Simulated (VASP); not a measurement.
A run of VASP 6.6.1:

The input INCAR:

```
SYSTEM = Hf
PREC     = Accurate       ! precision mode
ENCUT    = 520            ! plane-wave cutoff, eV
EDIFF    = 1E-6           ! SCF threshold, eV
ISMEAR   = 0              ! smearing method
SIGMA    = 0.15           ! smearing width, eV
LREAL    = .False.        ! projectors in reciprocal space
LASPH    = .True.         ! aspherical terms in the spheres
NELM     = 100            ! most SCF steps
ALGO     = Fast           ! electronic algorithm
ISIF     = 2              ! what is computed and relaxed
LWAVE    = .False.        ! write WAVECAR
LCHARG   = .False.        ! write CHGCAR
NBANDS   = 11             ! bands
```

KPOINTS

```
Automatic mesh
0
Gamma
  20 20 20
  0 0 0
```

File POSCAR:

```
Hf
1.0
    0.0000000000      2.3253175860      1.9925646395
    2.3253175860      0.0000000000      1.9925646395
    2.3253175860      2.3253175860      0.0000000000
Hf
1
Direct
    0.0000000000      0.0000000000      0.0000000000
```

Potentials or basis: VASP PAW LDA potentials, release 64 (Hf_pv).

The run is started by

```bash
$ cat potpaw_LDA.64/Hf_pv/POTCAR > POTCAR
$ mpirun -np 1 vasp_std > vasp.out
```

Hardware: 1 thread of Intel(R) Xeon(R) Platinum 8259CL CPU @ 2.50GHz (Skylake/Cascade Lake) (shared host).

Task: Estimate the wall time of this run.

Result: Run time: 78 s on 1 thread of Intel(R) Xeon(R) Platinum 8259CL CPU @ 2.50GHz (Skylake/Cascade Lake), with other jobs on the host, peak memory 0.25 GiB. Counts: scf iterations 12, k points 641.
